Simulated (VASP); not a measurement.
Ni:

```xyz
1
Lattice="2.3335 0.0000 0.0000 -1.1667 2.0208 0.0000 0.0000 0.0000 2.2629" Properties=species:S:1:pos:R:3 pbc="T T T"
Ni    0.0000    0.0000    0.0000
```

Base run:

* Program: VASP 6.6.1
* Functional: PBE
* Potentials or basis: VASP PAW PBE potentials, release 64 (Ni_sv_GW)
* Cutoff: 590 eV
* k mesh: 18 × 18 × 17
* Occupations: fermi-dirac, width 0.1 eV
* Spin: collinear spin, ferromagnetic start
* Starting moments: [1.0] μB

Its results: pressure 17.1 GPa; net moment 0.15 μB per cell; site moments Ni +0.16 μB.

Q: The run is repeated on the same cell with these changes: potentials or basis from VASP PAW PBE potentials, release 64 (Ni_sv_GW) to VASP PAW PBE potentials, release 64 (Ni); cutoff from 590 eV to 520 eV; further incar settings from ALGO = Normal; EDIFF = 1e-06; NBANDS = 19 to ALGO = Normal; EDIFF = 1e-06; NBANDS = 15; valence electrons from 18 to 10. What comes out?

A: Pressure 20.7 GPa; net moment 0.14 μB per cell; site moments Ni +0.14 μB.
